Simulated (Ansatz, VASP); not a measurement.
# SrTiO3: VASP beside Ansatz

```xyz
5
Lattice="3.8674 0.0000 0.0000 0.0000 3.8674 0.0000 0.0000 0.0000 3.8674" Properties=species:S:1:pos:R:3 pbc="T T T"
Sr    0.0000    0.0000    0.0000
Ti    1.9337    1.9337    1.9337
O     1.9337    1.9337    0.0000
O     1.9337    0.0000    1.9337
O     0.0000    1.9337    1.9337
```

Alike in both runs: task single point; functional r2SCAN; k mesh 6 × 6 × 6; no spin polarisation.

|  | VASP | Ansatz |
| --- | --- | --- |
| version | VASP 6.6.1 | Ansatz 0.2.0 |
| potentials or method | VASP PAW PBE potentials, release 64 (Sr_sv, Ti_sv, O) | plane waves, PAW |
| plane-wave cutoff (eV) | 520 | 500 |
| occupations | gaussian, width 0.01 eV | fixed |
| valence electrons in the cell | 40 | 40 |

Ansatz gave:

* gap on the k mesh at the Fermi level (eV): 2.33
* pressure (GPa): 6.2

**Question.** Which values does VASP return?

**Answer.** gap on the k mesh at the Fermi level (eV): 2.34; pressure (GPa): 7.2.

VASP's potentials were made for PBE, not for r2SCAN.
